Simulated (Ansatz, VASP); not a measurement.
# Two plane-wave programs on CsBr

```
Cs Br
1.0
     4.32142    0.00000    0.00000
     0.00000    4.32142    0.00000
     0.00000    0.00000    4.32142
Cs Br
1 1
Cartesian
  0.0000 0.0000 0.0000
  2.1607 2.1607 2.1607
```

Change from the starting cell: volume scaled by 1.025, PAW files.

Alike in both runs: task electric field gradients; functional PBE; k mesh 6 × 6 × 6; occupations fermi-dirac, width 0.03 eV; no spin polarisation.

|  | VASP | Ansatz |
| --- | --- | --- |
| version | VASP 6.6.1 | Ansatz 0.2.0 |
| potentials or method | VASP PAW PBE potentials, release 64 (Cs_sv, Br) | PAW with Ansatz's default frozen-core files, scalar-relativistic |
| plane-wave cutoff (eV) | 400 | 420 |
| valence electrons in the cell | 16 | 16 |

```csv
,VASP,Ansatz,Ansatz less VASP
gap on the k mesh at the Fermi level (eV),4.42,4.43,+0.014
pressure (GPa),0.7,0.6,-0.02
```

With one functional, cell and mesh, what is left measures potentials, basis and numerics.

Neither program's run includes spin-orbit coupling.
